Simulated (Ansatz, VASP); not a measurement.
SrTiO3 in VASP and in Ansatz

```xyz
5
Lattice="2.7879 1.6096 2.2868 -2.7879 1.6096 2.2868 0.0000 -3.2192 2.2868" Properties=species:S:1:pos:R:3 pbc="T T T"
Sr    0.0000    0.0000    6.7699
Ti    0.0000    0.0000    3.3204
O     0.0000    1.6090    2.3314
O    -1.3935   -0.8045    2.3314
O     1.3935   -0.8045    2.3314
```

Change from the starting cell: the structure that the rattled cell fell into.

Alike in both runs: functional PBE; k mesh 6 × 6 × 6; occupations gaussian, width 0.02 eV; no spin polarisation.

Ansatz relaxed the structure, and its values are those at the end. VASP's run is a single point on that final structure, the one shown.

|  | VASP | Ansatz |
| --- | --- | --- |
| version | VASP 6.6.1 | Ansatz 0.2.0 |
| potentials or method | VASP PAW PBE potentials, release 64 (Sr_sv, Ti_sv, O), cutoff 520 eV | scalar-relativistic, plane waves, PAW |
| valence electrons in the cell | 40 | 40 |

|  | VASP | Ansatz | Ansatz less VASP |
| --- | --- | --- | --- |
| gap on the k mesh at the Fermi level (eV) | 2.19 | 2.22 | +0.028 |
| least direct gap on the mesh (eV) | 2.73 | 2.74 | +0.018 |
| pressure (GPa) | 0.7 | 0.0 | -0.66 |
| rms of the force components (eV/Å) | 0.023 | 0.002 | -0.0210 |

With one functional, cell and mesh, what is left measures potentials, basis and numerics.
